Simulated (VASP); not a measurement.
# Bi2Se3 (R-3m) in VASP: single point with PBE

Aim: the single point of Bi2Se3 with PBE.

Everything below comes from runs of VASP 6.6.1. Logs are shortened: lines on timing, memory, paths and dates and some standing lists are left out, and cuts for length are marked.

### 1 The cell of the first run

It takes space group R-3m (No. 166, trigonal). Conventional cell: a = 4.187 Å, b = 4.187 Å, c = 31.302 Å, α = 90.00°, β = 90.00°, γ = 120.00°. Bi (site symmetry 3m) has 6 Se at 2.88 to 3.11 Å within 3.8 Å. Within 4.3 Å of Se (site symmetry -3m) lie 6 Bi at 3.11 Å and 12 Se at 4.19 to 4.27 Å. Within 3.8 Å of Se (site symmetry 3m) lie 3 Bi at 2.88 Å.

### 2 Single point, PBE, non-collinear spin, zero start, spin-orbit coupling

Contents of INCAR:

```
  PREC = Accurate
  ENCUT = 520
  EDIFF = 1E-6
  ISMEAR = 0
  SIGMA = 0.02
  LREAL = False
  LASPH = True
  NELM = 150
  ALGO = Normal
  ISIF = 2
  LWAVE = False
  LCHARG = False
  MAGMOM = 0 0 0 0 0 0 0 0 0 0 0 0 0 0 0
  LORBIT = 11
  LSORBIT = True
  GGA_COMPAT = False
  LORBMOM = True
  GGA = PE
  NBANDS = 63
```

Contents of KPOINTS:

```
Automatic mesh
0
Gamma
  6 6 6
```

Contents of POSCAR:

```
Bi2Se3
1.0
    2.0936564897      1.2087731379     10.4340295099
   -2.0936564897      1.2087731379     10.4340295099
    0.0000000000     -2.4175462758     10.4340295099
Bi Se
2 3
Direct
    0.3955941733      0.3955941733      0.3955941733
    0.6044058267      0.6044058267      0.6044058267
    0.0000000000      0.0000000000      0.0000000000
    0.2210304522      0.2210304522      0.2210304522
    0.7789695478      0.7789695478      0.7789695478
```

Potentials or basis: VASP PAW PBE potentials, release 64 (Bi_d, Se).

The run is started by

```
cat potpaw_PBE.64/Bi_d/POTCAR potpaw_PBE.64/Se/POTCAR > POTCAR
mpirun -np 1 vasp_ncl > vasp.out
```

OUTCAR:

```text
PREC = Accurate
   ENCUT = 520
   EDIFF = 1E-6
   ISMEAR = 0
   LREAL = False
   LASPH = True
   NELM = 150
   ISIF = 2
   LORBIT = 11
   LSORBIT = True
   GGA = PE

 ion  position               nearest neighbor table
   1  0.396  0.396  0.396-   5 2.88   5 2.88   5 2.88   3 3.11   3 3.11   3 3.11
   2  0.604  0.604  0.604-   4 2.88   4 2.88   4 2.88   3 3.11   3 3.11   3 3.11
   3  0.000  0.000  0.000-   2 3.11   1 3.11   2 3.11   2 3.11   1 3.11   1 3.11
   4  0.221  0.221  0.221-   2 2.88   2 2.88   2 2.88
   5  0.779  0.779  0.779-   1 2.88   1 2.88   1 2.88

  LATTYP: Found a trigonal (rhomboedric) cell.
 ALAT       =    10.7104389177
 COS(alpha) =     0.9235766073

  Lattice vectors:

 A1 = (   2.0936564897,   1.2087731379,  10.4340295099)
 A2 = (  -2.0936564897,   1.2087731379,  10.4340295099)
 A3 = (   0.0000000000,  -2.4175462758,  10.4340295099)

Analysis of symmetry for initial positions (statically):
=====================================================================
 Subroutine PRICEL returns:
 Original cell was already a primitive cell.

 Routine SETGRP: Setting up the symmetry group for a
 trigonal (rhombohedral) supercell.

 Subroutine GETGRP returns: Found 12 space group operations
 (whereof 12 operations were pure point group operations)
 out of a pool of 12 trial point group operations.

The static configuration has the point symmetry D_3d.

Analysis of symmetry for dynamics (positions and initial velocities):
=====================================================================
 Subroutine PRICEL returns:
 Original cell was already a primitive cell.

 Routine SETGRP: Setting up the symmetry group for a
 trigonal (rhombohedral) supercell.

 Subroutine GETGRP returns: Found 12 space group operations
 (whereof 12 operations were pure point group operations)
 out of a pool of 12 trial point group operations.

The dynamic configuration has the point symmetry D_3d.

Analysis of structural, dynamic, and magnetic symmetry:
=====================================================================
 Subroutine PRICEL returns:
 Original cell was already a primitive cell.

 Routine SETGRP: Setting up the symmetry group for a
 trigonal (rhombohedral) supercell.

 Subroutine GETGRP returns: Found 12 space group operations
 (whereof 12 operations were pure point group operations)
 out of a pool of 12 trial point group operations.

The overall configuration has the point symmetry D_3d.

 Subroutine INISYM returns: Found 12 space group operations
 (whereof 12 operations are pure point group operations),
 and found     1 'primitive' translations

----------------------------------------------------------------------------------------

                                     Primitive cell

  volume of cell :     158.4359

  direct lattice vectors                    reciprocal lattice vectors
     2.093656490  1.208773138 10.434029510     0.238816636  0.137880849  0.031946750
    -2.093656490  1.208773138 10.434029510    -0.238816636  0.137880849  0.031946750
     0.000000000 -2.417546276 10.434029510     0.000000000 -0.275761698  0.031946750

  length of vectors
    10.710438918 10.710438918 10.710438918     0.277606032  0.277606032  0.277606032

  position of ions in fractional coordinates (direct lattice)
     0.395594173  0.395594173  0.395594173
     0.604405827  0.604405827  0.604405827
     0.000000000  0.000000000  0.000000000
     0.221030452  0.221030452  0.221030452
     0.778969548  0.778969548  0.778969548

  ion indices of the primitive-cell ions
   primitive index   ion index
                 1           1
                 2           2
                 3           3
                 4           4
                 5           5

----------------------------------------------------------------------------------------

 KPOINTS: Automatic mesh
[... 120 lines left out ...]

 E-fermi :   3.4616     XC(G=0):  -8.8749

 val. band max:        3.3722043690   @ k =   0.5000   0.5000   0.3333
 cond. band min:       3.6565179099   @ k =   0.0000   0.0000   0.0000
 fundamental gap:      0.2843135409
 Fermi energy:         3.4616096938

 k-point     1 :       0.0000    0.0000    0.0000
  band No.  band energies     occupation
      1     -20.8620      1.00000
      2     -20.8620      1.00000
      3     -20.8619      1.00000
      4     -20.8619      1.00000
      5     -20.8551      1.00000
      6     -20.8551      1.00000
[... 1501 lines left out ...]
     59       8.5126      0.00000
     60       8.5126      0.00000

 [... further k-points ...]

 [bands above 60 left out]

------------------------ aborting loop because EDIFF is reached ----------------------------------------

  FORCE on cell =-STRESS in cart. coord.  units (eV):
  Direction    XX          YY          ZZ          XY          YZ          ZX
  --------------------------------------------------------------------------------------
  -------------------------------------------------------------------------------------
  Total        0.3641093      0.3641093      0.3707826      0.0000000      0.0000000      0.0000000
  in kB        3.6820429      3.6820429      3.7495258      0.0000000      0.0000000      0.0000000
  external PRESSURE =       3.7045372 kB  Pullay stress =       0.0000000 kB

 VOLUME and BASIS-vectors are now :
 -----------------------------------------------------------------------------
  energy-cutoff  :      520.00
  volume of cell :      158.44
      direct lattice vectors                 reciprocal lattice vectors
     2.093656490  1.208773138 10.434029510     0.238816636  0.137880849  0.031946750
    -2.093656490  1.208773138 10.434029510    -0.238816636  0.137880849  0.031946750
     0.000000000 -2.417546276 10.434029510     0.000000000 -0.275761698  0.031946750

 POSITION                                       TOTAL-FORCE (eV/Angst)
 -----------------------------------------------------------------------------------
      0.00000      0.00000     12.38292         0.000000      0.000000     -0.064757
      0.00000      0.00000     18.91916         0.000000     -0.000000      0.064757
      0.00000      0.00000      0.00000         0.000000      0.000000      0.000000
      0.00000      0.00000      6.91871         0.000000     -0.000000     -0.103479
      0.00000      0.00000     24.38337         0.000000      0.000000      0.103479
 -----------------------------------------------------------------------------------
    total drift:                               -0.000000     -0.000000      0.000000

  FREE ENERGIE OF THE ION-ELECTRON SYSTEM (eV)
  ---------------------------------------------------
  free  energy   TOTEN  =       -21.5616502837 eV

  energy  without entropy=      -21.5616502837  energy(sigma->0) =      -21.56165028

 orbital moment (x)

 # of ion     p       d       tot
 ----------------------------------------
  1         0.000   0.000   0.000
  2         0.000   0.000   0.000
  3        -0.000   0.000   0.000
  4         0.000   0.000   0.000
  5         0.000   0.000   0.000
 ----------------------------------------
            0.000   0.000   0.000

 orbital moment (y)

 # of ion     p       d       tot
 ----------------------------------------
  1        -0.000   0.000   0.000
  2        -0.000   0.000  -0.000
  3        -0.000   0.000  -0.000
  4         0.000   0.000   0.000
  5        -0.000   0.000  -0.000
 ----------------------------------------
           -0.000   0.000  -0.000

 orbital moment (z)

 # of ion     p       d       tot
 ----------------------------------------
  1         0.000   0.000   0.000
  2        -0.000   0.000  -0.000
  3         0.000   0.000   0.000
  4         0.000   0.000   0.000
  5         0.000   0.000   0.000
 ----------------------------------------
           -0.000   0.000  -0.000

 Spin-Orbit-Coupling matrix elements

 Ion:    1  E_soc:     -1.3234670
 l=   1
     0.0000000    -0.1561628    -0.1545994
    -0.1561628     0.0000000    -0.1561628
    -0.1545994    -0.1561628     0.0000000
 l=   2
     0.0000000    -0.0129707     0.0000000    -0.0129707    -0.0521314
    -0.0129707     0.0000000    -0.0389592    -0.0128761    -0.0129707
     0.0000000    -0.0389592     0.0000000    -0.0389592     0.0000000
    -0.0129707    -0.0128761    -0.0389592     0.0000000    -0.0129707
    -0.0521314    -0.0129707     0.0000000    -0.0129707     0.0000000
 l=   3
     0.0000000     0.0000000     0.0000000     0.0000000     0.0000000     0.0000000     0.0000000
     0.0000000     0.0000000     0.0000000     0.0000000     0.0000000     0.0000000     0.0000000
     0.0000000     0.0000000     0.0000000     0.0000000     0.0000000     0.0000000     0.0000000
     0.0000000     0.0000000     0.0000000     0.0000000     0.0000000     0.0000000     0.0000000
[... 69 lines left out ...]
 l=   2
     0.0000000     0.0000024     0.0000000     0.0000024     0.0000090
     0.0000024     0.0000000     0.0000060     0.0000034     0.0000024
     0.0000000     0.0000060     0.0000000     0.0000060     0.0000000
     0.0000024     0.0000034     0.0000060     0.0000000     0.0000024
     0.0000090     0.0000024     0.0000000     0.0000024     0.0000000
 l=   3
     0.0000000     0.0000000     0.0000000     0.0000000     0.0000000     0.0000000     0.0000000
     0.0000000     0.0000000     0.0000000     0.0000000     0.0000000     0.0000000     0.0000000
     0.0000000     0.0000000     0.0000000     0.0000000     0.0000000     0.0000000     0.0000000
     0.0000000     0.0000000     0.0000000     0.0000000     0.0000000     0.0000000     0.0000000
     0.0000000     0.0000000     0.0000000     0.0000000     0.0000000     0.0000000     0.0000000
     0.0000000     0.0000000     0.0000000     0.0000000     0.0000000     0.0000000     0.0000000
     0.0000000     0.0000000     0.0000000     0.0000000     0.0000000     0.0000000     0.0000000

 total charge

# of ion       s       p       d       tot
------------------------------------------
    1        1.614   1.060   9.959  12.634
    2        1.614   1.060   9.959  12.634
    3        1.471   2.312   0.018   3.802
    4        1.486   2.259   0.018   3.763
    5        1.486   2.259   0.018   3.763
--------------------------------------------------
tot          7.672   8.951  19.973  36.596

 magnetization (x)

# of ion       s       p       d       tot
------------------------------------------
    1       -0.000  -0.000   0.000  -0.000
    2       -0.000  -0.000   0.000  -0.000
    3        0.000  -0.000   0.000  -0.000
    4       -0.000  -0.000  -0.000  -0.000
    5       -0.000  -0.000  -0.000  -0.000
--------------------------------------------------
tot         -0.000  -0.000  -0.000  -0.000

 magnetization (y)

# of ion       s       p       d       tot
------------------------------------------
    1        0.000   0.000   0.000   0.000
    2        0.000  -0.000   0.000  -0.000
    3        0.000   0.000   0.000   0.000
    4        0.000   0.000  -0.000   0.000
    5        0.000   0.000  -0.000  -0.000
--------------------------------------------------
tot          0.000   0.000  -0.000   0.000

 magnetization (z)

# of ion       s       p       d       tot
------------------------------------------
    1        0.000   0.000   0.000   0.000
    2        0.000   0.000   0.000   0.000
    3        0.000   0.000   0.000   0.000
    4        0.000   0.000   0.000   0.000
    5        0.000   0.000   0.000   0.000
--------------------------------------------------
tot          0.000   0.000   0.000   0.000
```

It took 2.7 h on 1 thread of Oxide Virtual Turin-like, shared host; peak memory 2.8 GiB.

What came out:

```yaml
Free_energy: -21.5617 eV
Pressure: 0.4 GPa
Largest_force: 0.103 eV/Å
Net_moment: 0.00 μB per cell
Valence_electrons_inside_the_program's_atomic_spheres: Bi 12.63; Se 3.80, 3.76 (each value once)
```

Forces in eV/Å, atoms in the order of the input:
```
Bi   0.000  0.000 -0.065
Bi   0.000  0.000  0.065
Se   0.000  0.000  0.000
Se   0.000  0.000 -0.103
Se   0.000  0.000  0.103
```

Moments on the atoms (μB; x, y, z):
```
Bi  0.00 0.00 0.00
Bi  0.00 0.00 0.00
Se  0.00 0.00 0.00
Se  0.00 0.00 0.00
Se  0.00 0.00 0.00
```
